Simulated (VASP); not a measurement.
Wanted: the native input for a VASP 6.6.1 run.

| Item | Value |
| --- | --- |
| Task | single point |
| Functional | r2SCAN |
| Potentials or basis | VASP PAW PBE potentials, release 64 (Zn, S) |
| Cutoff | 520 eV |
| k mesh | 8 × 8 × 8 |
| Occupations | gaussian, width 0.05 eV |
| Spin | no spin polarisation |
| Dipole correction | no |
| Further INCAR settings | ALGO = Normal; EDIFF = 1e-07; NBANDS = 16 |

Crystal: ZnS.

```xyz
2
Lattice="0.0000 2.7046 2.7046 2.5694 0.0000 2.7046 2.5694 2.7046 0.0000" Properties=species:S:1:pos:R:3 pbc="T T T"
Zn    0.0000    0.0000    0.0000
S     3.8541    4.0570    4.0570
```

This cell differs from its parent crystal: strain -0.0500 x Voigt [1, 0, 0, 0, 0, 0].

One way to write it, as run:

POSCAR

```
ZnS
1.0
    0.0000000000      2.7046500000      2.7046500000
    2.5694175000      0.0000000000      2.7046500000
    2.5694175000      2.7046500000      0.0000000000
Zn S
1 1
Direct
    0.0000000000      0.0000000000      0.0000000000
    0.7500000000      0.7500000000      0.7500000000
```

INCAR.step1

```
SYSTEM = ZnS
PREC = Accurate
ENCUT = 520
ISMEAR = 0
SIGMA = 0.05
LREAL = .FALSE.
LASPH = .TRUE.
NELM = 100
NBANDS = 16
GGA = PE
ALGO = Normal
EDIFF = 1E-4
LWAVE = .TRUE.
LCHARG = .FALSE.
```

INCAR.step2

```
SYSTEM = ZnS
PREC = Accurate
ENCUT = 520
EDIFF = 1E-7
ISMEAR = 0
SIGMA = 0.05
LREAL = .FALSE.
LASPH = .TRUE.
NELM = 100
ALGO = Normal
ISIF = 2
LWAVE = .FALSE.
LCHARG = .FALSE.
METAGGA = R2SCAN
LMIXTAU = .TRUE.
NBANDS = 16
ISTART = 1
```

KPOINTS

```
Automatic mesh
0
G
  8 8 8
  0 0 0
```

Potentials or basis: VASP PAW PBE potentials, release 64 (Zn, S).

Run with:

```sh
$ cat potpaw_PBE.64/Zn/POTCAR potpaw_PBE.64/S/POTCAR > POTCAR
$ cp INCAR.step1 INCAR
$ mpirun -np 1 vasp_std > vasp.out
$ cp INCAR.step2 INCAR
$ mpirun -np 1 vasp_std > vasp.out
```

Results of the run:

```yaml
Pressure: 3.4 GPa
Band_gap_on_the_k_mesh: 2.78 eV
```

Caveat: the cell differs from its parent crystal (strain -0.0500 x Voigt [1, 0, 0, 0, 0, 0]); the cell stands under pressure; the PAW data sets were made with another functional, which shifts forces and pressure a little.

It took 3.7 min on 1 thread of Intel Xeon 8259CL, with other jobs on the host, peak memory 0.19 GiB.
